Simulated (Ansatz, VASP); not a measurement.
# One calculation of Os, two programs

INCAR

```
SYSTEM = Os
ALGO = Normal
EDIFF = 1E-8
ENCUT = 520
GGA = PE
ISIF = 2
ISMEAR = -1
LASPH = .TRUE.
LCHARG = .FALSE.
LEFG = .TRUE.
LREAL = .FALSE.
LWAVE = .FALSE.
NBANDS = 15
NELM = 60
PREC = Accurate
SIGMA = 0.05
```

The input KPOINTS:

```
k-points
0
G
  15 15 9
  0 0 0
```

File POSCAR:

```
Os
1.0
    2.7340999755      0.0273409998      0.0273409998
   -1.3433719874      2.3541295354      0.0100075005
    0.0431970000      0.0431970000      4.3197000000
Os
2
Direct
    0.3333333333      0.6666666667      0.2500000000
    0.6666666667      0.3333333333      0.7500000000
```

Input for Ansatz:

```yaml
crystal:
  lattice:
    - [2.7340999755, 0.0273409998, 0.0273409998]
    - [-1.3433719874, 2.3541295354, 0.0100075005]
    - [0.043197, 0.043197, 4.3197]
  atoms:
    - { symbol: Os, position: [0.3333333333, 0.6666666667, 0.25] }
    - { symbol: Os, position: [0.6666666667, 0.3333333333, 0.75] }
kpoints:
  mp_grid: { grid: [15, 15, 9] }
scf:
  occupations: { method: fermi_dirac, width: 0.05 }
hamiltonian:
  xc: pbe
  pseudopotentials: { kind: all_electron, datasets: crystal }
output:
  forces: true
  stress: true
  eigenvalues: true
  efg: { contact_densities: true }
```

Change from the starting cell: equal xy, yz and zx shear strains of +2 %, crystal datasets.

Alike in both runs: task electric field gradients; functional PBE; k mesh 15 × 15 × 9; occupations fermi-dirac, width 0.05 eV; no spin polarisation.

```csv
,VASP,Ansatz
version,VASP 6.6.1,Ansatz 0.2.0
potentials or method,"VASP PAW PBE potentials, release 64 (Os), cutoff 520 eV","all-electron PAW with datasets made for the crystal, scalar-relativistic"
```

Ansatz gave:

* pressure (GPa): 9.1
* traceless stress, the component that is largest in VASP (GPa): -5.56
* rms of the force components (eV/Å): 0.026
* size of Vzz on the site where it differs most (V/Å²): 67.2

Task: What did VASP give for the same quantities?

Result: Pressure (GPa): 9.2; traceless stress, the component that is largest in VASP (GPa): -5.54; rms of the force components (eV/Å): 0.024; size of Vzz on the site where it differs most (V/Å²): 87.1.

Atom by atom the forces differ by 0.001 eV/Å (rms over components). Ansatz ran all-electron here, and VASP with PAW potentials.

Spin-orbit coupling is off throughout.
